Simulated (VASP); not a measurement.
# Mg2Zr3 (Pm-3m) in VASP: a series of runs

Mg2Zr3 is run at these levels: PBE; tasks: single point, relaxation of cell and atoms.

Everything below comes from runs of VASP 6.6.1. Logs are shortened: lines on timing, memory, paths and dates and some standing lists are left out, and cuts for length are marked.

### 1 The cell of the first run

Symmetry: Pm-3m, No. 221, cubic system. The conventional cell has a = 5.112 Å, b = 5.112 Å, c = 5.112 Å, α = 90.00°, β = 90.00°, γ = 90.00°. Within 4.7 Å of Mg (site symmetry m-3m) lie 12 Zr at 3.61 Å and 8 Mg at 4.43 Å. Mg (site symmetry m-3m) has 6 Zr at 2.56 Å within 3.4 Å. Zr (site symmetry 4/mmm) has 2 Mg at 2.56 Å within 3.4 Å.

### 2 Single point, PBE

Input file INCAR:

```
SYSTEM = Mg2Zr3
ALGO     = Fast           ! electronic algorithm
EDIFF    = 1E-7           ! SCF threshold, eV
ENCUT    = 520            ! plane-wave cutoff, eV
GGA      = PE             ! functional
ISIF     = 2              ! what is computed and relaxed
ISMEAR   = 0              ! smearing method
LASPH    = .TRUE.         ! aspherical terms in the spheres
LCHARG   = .FALSE.        ! write CHGCAR
LREAL    = .FALSE.        ! projectors in reciprocal space
LWAVE    = .FALSE.        ! write WAVECAR
NBANDS   = 28             ! bands
NELM     = 60             ! most SCF steps
PREC     = Accurate       ! precision mode
SIGMA    = 0.1            ! smearing width, eV
```

Input file KPOINTS:

```
k-points
0
G
  8 8 8
  0 0 0
```

Input file POSCAR:

```
Mg2Zr3
1.0
    5.1116702553      0.0000000000      0.0000000000
    0.0000000000      5.1116702553      0.0000000000
    0.0000000000      0.0000000000      5.1116702553
Mg Zr
2 3
Direct
    0.0000000000      0.0000000000      0.0000000000
    0.5000000000      0.5000000000      0.5000000000
    0.0000000000      0.5000000000      0.5000000000
    0.5000000000      0.0000000000      0.5000000000
    0.5000000000      0.5000000000      0.0000000000
```

Potentials or basis: VASP PAW PBE potentials, release 64 (Mg, Zr_sv).

The run is started by

```
$ cat potpaw_PBE.64/Mg/POTCAR potpaw_PBE.64/Zr_sv/POTCAR > POTCAR
$ mpirun -np 1 vasp_std > vasp.out
```

OUTCAR:

```text
SYSTEM = Mg2Zr3
   EDIFF = 1E-7
   ENCUT = 520
   GGA = PE
   ISIF = 2
   ISMEAR = 0
   LASPH = .TRUE.
   LREAL = .FALSE.
   NELM = 60
   PREC = Accurate

 ion  position               nearest neighbor table
   1  0.000  0.000  0.000-   3 3.61   4 3.61   5 3.61   3 3.61   4 3.61   3 3.61   5 3.61   3 3.61
                             4 3.61   5 3.61   4 3.61   5 3.61
   2  0.500  0.500  0.500-   3 2.56   4 2.56   5 2.56   5 2.56   4 2.56   3 2.56
   3  0.000  0.500  0.500-   2 2.56   2 2.56   4 3.61   5 3.61   1 3.61   5 3.61   1 3.61   4 3.61
                             1 3.61   1 3.61   4 3.61   5 3.61   5 3.61   4 3.61
   4  0.500  0.000  0.500-   2 2.56   2 2.56   3 3.61   5 3.61   1 3.61   5 3.61   1 3.61   3 3.61
                             5 3.61   5 3.61   1 3.61   3 3.61   1 3.61   3 3.61
   5  0.500  0.500  0.000-   2 2.56   2 2.56   3 3.61   4 3.61   1 3.61   3 3.61   4 3.61   1 3.61
                             4 3.61   4 3.61   1 3.61   3 3.61   3 3.61   1 3.61

  LATTYP: Found a simple cubic cell.
 ALAT       =     5.1116702553

  Lattice vectors:

 A1 = (   5.1116702553,   0.0000000000,   0.0000000000)
 A2 = (   0.0000000000,   5.1116702553,   0.0000000000)
 A3 = (   0.0000000000,   0.0000000000,   5.1116702553)

Analysis of symmetry for initial positions (statically):
=====================================================================
 Subroutine PRICEL returns:
 Original cell was already a primitive cell.

 Routine SETGRP: Setting up the symmetry group for a
 simple cubic supercell.

 Subroutine GETGRP returns: Found 48 space group operations
 (whereof 48 operations were pure point group operations)
 out of a pool of 48 trial point group operations.

The static configuration has the point symmetry O_h .

Analysis of symmetry for dynamics (positions and initial velocities):
=====================================================================
 Subroutine PRICEL returns:
 Original cell was already a primitive cell.

 Routine SETGRP: Setting up the symmetry group for a
 simple cubic supercell.

 Subroutine GETGRP returns: Found 48 space group operations
 (whereof 48 operations were pure point group operations)
 out of a pool of 48 trial point group operations.

The dynamic configuration has the point symmetry O_h .

 Subroutine INISYM returns: Found 48 space group operations
 (whereof 48 operations are pure point group operations),
 and found     1 'primitive' translations

----------------------------------------------------------------------------------------

                                     Primitive cell

  volume of cell :     133.5637

  direct lattice vectors                    reciprocal lattice vectors
     5.111670255  0.000000000  0.000000000     0.195630772  0.000000000  0.000000000
     0.000000000  5.111670255  0.000000000     0.000000000  0.195630772  0.000000000
     0.000000000  0.000000000  5.111670255     0.000000000  0.000000000  0.195630772

  length of vectors
     5.111670255  5.111670255  5.111670255     0.195630772  0.195630772  0.195630772

  position of ions in fractional coordinates (direct lattice)
     0.000000000  0.000000000  0.000000000
     0.500000000  0.500000000  0.500000000
     0.000000000  0.500000000  0.500000000
     0.500000000  0.000000000  0.500000000
     0.500000000  0.500000000  0.000000000

  ion indices of the primitive-cell ions
   primitive index   ion index
                 1           1
                 2           2
                 3           3
                 4           4
                 5           5

----------------------------------------------------------------------------------------

 KPOINTS: k-points

Automatic generation of k-mesh.
 Grid dimensions read from file:
 generate k-points for:    8    8    8

 Generating k-lattice:

  Cartesian coordinates                     Fractional coordinates (reciprocal lattice)
     0.024453847  0.000000000  0.000000000     0.125000000  0.000000000  0.000000000
     0.000000000  0.024453847  0.000000000     0.000000000  0.125000000  0.000000000
     0.000000000  0.000000000  0.024453847     0.000000000  0.000000000  0.125000000

  Length of vectors
     0.024453847  0.024453847  0.024453847

  Shift w.r.t. Gamma in fractional coordinates (k-lattice)
     0.000000000  0.000000000  0.000000000

 Subroutine IBZKPT returns following result:
 ===========================================

 Found     35 irreducible k-points:

 Following reciprocal coordinates:
            Coordinates               Weight
  0.000000  0.000000  0.000000      1.000000
  0.125000  0.000000  0.000000      6.000000
  0.250000  0.000000  0.000000      6.000000
  0.375000  0.000000  0.000000      6.000000
  0.500000  0.000000  0.000000      3.000000
  0.125000  0.125000  0.000000     12.000000
[... 16 lines left out ...]
  0.375000  0.375000  0.125000     24.000000
  0.500000  0.375000  0.125000     24.000000
 [... further k-points ...]
   k-points           NKPTS =     35   k-points in BZ     NKDIM =     35   number of bands    NBANDS=     28
   number of dos      NEDOS =    301   number of ions     NIONS =      5
   total plane-waves  NPLWV =  64000
   dimension x,y,z NGX =    40 NGY =   40 NGZ =   40
   dimension x,y,z NGXF=    80 NGYF=   80 NGZF=   80
   ions per type =               2   3
   NGX,Y,Z   is equivalent  to a cutoff of  13.01, 13.01, 13.01 a.u.
   NGXF,Y,Z  is equivalent  to a cutoff of  26.02, 26.02, 26.02 a.u.
 SYSTEM =  Mg2Zr3
   PREC   = accura    normal or accurate (medium, high low for compatibility)
   ISTART =      0    job   : 0-new  1-cont  2-samecut
   ICHARG =      2    charge: 1-file 2-atom 10-const
   ISPIN  =      1    spin polarized calculation?
   LNONCOLLINEAR =      F non collinear calculations
   LSORBIT =      F    spin-orbit coupling
   LASPH  =      T    aspherical Exc in radial PAW
   ENCUT  =  520.0 eV  38.22 Ry    6.18 a.u.   9.50  9.50  9.50*2*pi/ulx,y,z
   NELM   =     60;   NELMIN=  2; NELMDL= -5     # of ELM steps
   EDIFF  = 0.1E-06   stopping-criterion for ELM
   LREAL  =      F    real-space projection
   EDIFFG = 0.1E-05   stopping-criterion for IOM
   NSW    =      0    number of steps for IOM
   IBRION =     -1    ionic relax: 0-MD 1-quasi-New 2-CG
   NFREE  =      0    steps in history (QN), initial steepest desc. (CG)
   ISIF   =      2    stress and relaxation
   ISYM   =      2    0-nonsym 1-usesym 2-fastsym
   POTIM  = 0.5000    time-step for ionic-motion
   TEBEG  =    0.0;   TEEND  =   0.0 temperature during run
   PSTRESS=    0.0 pullay stress
   NELECT =      40.0000    total number of electrons
   NUPDOWN=      -1.0000    fix difference up-down
   EMIN   =  10.00;   EMAX   =-10.00  energy-range for DOS
   EFERMI =   0.00;   METHOD = LEGACY
   ISMEAR =     0;   SIGMA  =   0.10  broadening in eV -4-tet -1-fermi 0-gaus
   EFERMI_NEDOS =   21; number of points for ismear=-14 and -15
   IALGO  =     68    algorithm
   IMIX   =      4    mixing-type and parameters
     AMIX     =   0.40;   BMIX     =  1.00
     AMIX_MAG =   1.60;   BMIX_MAG =  1.00
  volume/ion in A,a.u.               =      26.71       180.27
  Fermi-wavevector in a.u.,A,eV,Ry     =   1.095297  2.069812 16.322584  1.199676
  Thomas-Fermi vector in A             =   2.231618
   LORBIT       =      0    0 simple, 1 ext, 2 COOP (PROOUT), +10 PAW based schemes
   GGA     = PE    functional components
   LHFCALC =     F    Hartree Fock is set to
   AEXX    =    0.0000 exact exchange contribution
   IVDW    =     0    specifies the selected vdW correction
   LEPSILON=     F    determine dielectric tensor
   LRPA    =     F    only Hartree local field effects (RPA)
 non-spin polarized calculation
 RMM-DIIS sequential band-by-band and
 Gauss-broadening in eV      SIGMA  =   0.10
  energy-cutoff  :      520.00
  volume of cell :      133.56
 maximum number of plane-waves:      3695
 NGX is ok and might be reduce to    40
   NGX = 19   NGY = 19   NGZ = 19

 number of electron      40.0000000 magnetization

 Free energy of the ion-electron system (eV)
  ---------------------------------------------------
  ext. energy  EPLUGINS =         0.00000000
  ---------------------------------------------------
  free energy    TOTEN  =       -23.55711237 eV

  energy without entropy =      -23.52437257  energy(sigma->0) =      -23.54074247

 E-fermi :   4.7965     XC(G=0):  -9.4364

 val. band max:        4.7840504303   @ k =   0.2500   0.2500   0.0000
 cond. band min:       4.8018869908   @ k =   0.3750   0.1250   0.0000
 fundamental gap:      0.0178365605
 Fermi energy:         4.7965138915

 k-point     1 :       0.0000    0.0000    0.0000
  band No.  band energies     occupation
      1     -44.4032      2.00000
      2     -44.3733      2.00000
      3     -44.3733      2.00000
      4     -22.4986      2.00000
      5     -22.4986      2.00000
      6     -22.4986      2.00000
[... 20 lines left out ...]
     27       6.6645      0.00000
     28       8.3778      0.00000

 k-point     2 :       0.1250    0.0000    0.0000
  band No.  band energies     occupation
      1     -44.4021      2.00000
      2     -44.3742      2.00000
      3     -44.3732      2.00000
      4     -22.4943      2.00000
      5     -22.4943      2.00000
      6     -22.4922      2.00000
[... 20 lines left out ...]
     27       6.6725      0.00000
     28       8.1129      0.00000

 k-point     3 :       0.2500    0.0000    0.0000
  band No.  band energies     occupation
      1     -44.3993      2.00000
      2     -44.3768      2.00000
      3     -44.3732      2.00000
      4     -22.4828      2.00000
      5     -22.4828      2.00000
      6     -22.4734      2.00000
[... 616 lines left out ...]
      3     -44.3785      2.00000
      4     -22.5147      2.00000
      5     -22.4571      2.00000
      6     -22.4202      2.00000
[... 20 lines left out ...]
     27       6.9097      0.00000
     28       7.0586      0.00000

 k-point    24 :       0.5000    0.3750    0.1250
  band No.  band energies     occupation
      1     -44.3864      2.00000
      2     -44.3825      2.00000
      3     -44.3793      2.00000
      4     -22.5165      2.00000
      5     -22.4645      2.00000
      6     -22.4188      2.00000
[... 20 lines left out ...]
     27       6.9415      0.00000
     28       7.1527      0.00000

 [... further k-points ...]

------------------------ aborting loop because EDIFF is reached ----------------------------------------

  FORCE on cell =-STRESS in cart. coord.  units (eV):
  Direction    XX          YY          ZZ          XY          YZ          ZX
  --------------------------------------------------------------------------------------
  -------------------------------------------------------------------------------------
  Total        0.0297969      0.0297969      0.0297969      0.0000000      0.0000000     -0.0000000
  in kB        0.3574316      0.3574316      0.3574316      0.0000000      0.0000000     -0.0000000
  external PRESSURE =       0.3574316 kB  Pullay stress =       0.0000000 kB

 VOLUME and BASIS-vectors are now :
 -----------------------------------------------------------------------------
  energy-cutoff  :      520.00
  volume of cell :      133.56
      direct lattice vectors                 reciprocal lattice vectors
     5.111670255  0.000000000  0.000000000     0.195630772  0.000000000  0.000000000
     0.000000000  5.111670255  0.000000000     0.000000000  0.195630772  0.000000000
     0.000000000  0.000000000  5.111670255     0.000000000  0.000000000  0.195630772

 POSITION                                       TOTAL-FORCE (eV/Angst)
 -----------------------------------------------------------------------------------
      0.00000      0.00000      0.00000         0.000000      0.000000      0.000000
      2.55584      2.55584      2.55584         0.000000      0.000000      0.000000
      0.00000      2.55584      2.55584         0.000000      0.000000      0.000000
      2.55584      0.00000      2.55584         0.000000      0.000000      0.000000
      2.55584      2.55584      0.00000         0.000000      0.000000      0.000000
 -----------------------------------------------------------------------------------
    total drift:                                0.000000     -0.000000     -0.000000

  FREE ENERGIE OF THE ION-ELECTRON SYSTEM (eV)
  ---------------------------------------------------
  free  energy   TOTEN  =       -23.5571123694 eV

  energy  without entropy=      -23.5243725670  energy(sigma->0) =      -23.54074247
```

It took 2.7 min on 1 thread of Intel Xeon 6975P-C (Granite Rapids), shared host; peak memory 0.31 GiB.

What came out:

```
Free energy            : -23.5571 eV
Pressure               : 0.0 GPa
Band gap on the k mesh : zero (band 20 reaches 5.61 eV, above the bottom of band 21 at 4.64 eV)
```

(Part 1 of 2 ends here.)
